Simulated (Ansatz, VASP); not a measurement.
**One calculation of BAs, two programs**

```xyz
8
Lattice="-3.1895 3.1895 2.7856 3.1895 -3.1895 2.7856 3.1895 3.1895 -2.7856" Properties=species:S:1:pos:R:3 pbc="T T T"
B     0.0000    3.1895    1.3928
B     3.1895    0.0000    1.3928
B     0.0000    0.0000    1.3928
B     0.0000    0.0000    4.1784
As    1.1419    4.3314    0.0000
As    2.0477    1.1419    0.0000
As    2.0477   -1.1419    2.7856
As    1.1419    2.0477    2.7856
```

Alike in both runs: task relaxation of cell and atoms; functional PBE; k mesh 10 × 10 × 10; occupations gaussian, width 0.1 eV; no spin polarisation.

|  | VASP | Ansatz |
| --- | --- | --- |
| version | VASP 6.6.1 | Ansatz 0.2.0 |
| potentials or method | VASP PAW PBE potentials, release 64 (B, As), cutoff 600 eV | scalar-relativistic, plane waves, PAW |
| valence electrons in the cell | 32 | 72 |

|  | VASP | Ansatz | Ansatz less VASP |
| --- | --- | --- | --- |
| gap on the k mesh at the Fermi level, each at its own relaxed structure (eV) | none | none | - |
| relaxed volume (Å³/atom) | 13.85 | 13.83 | -0.015 |
| relaxed cell length with the largest relative difference (Å) | 5.243 | 5.241 | -0.0017 |

A gap of «none» marks a metal or a gap that the smearing closes. VASP's potentials hold 32 valence electrons a cell and Ansatz's 72, so a difference there can come from the potentials and not from the codes.
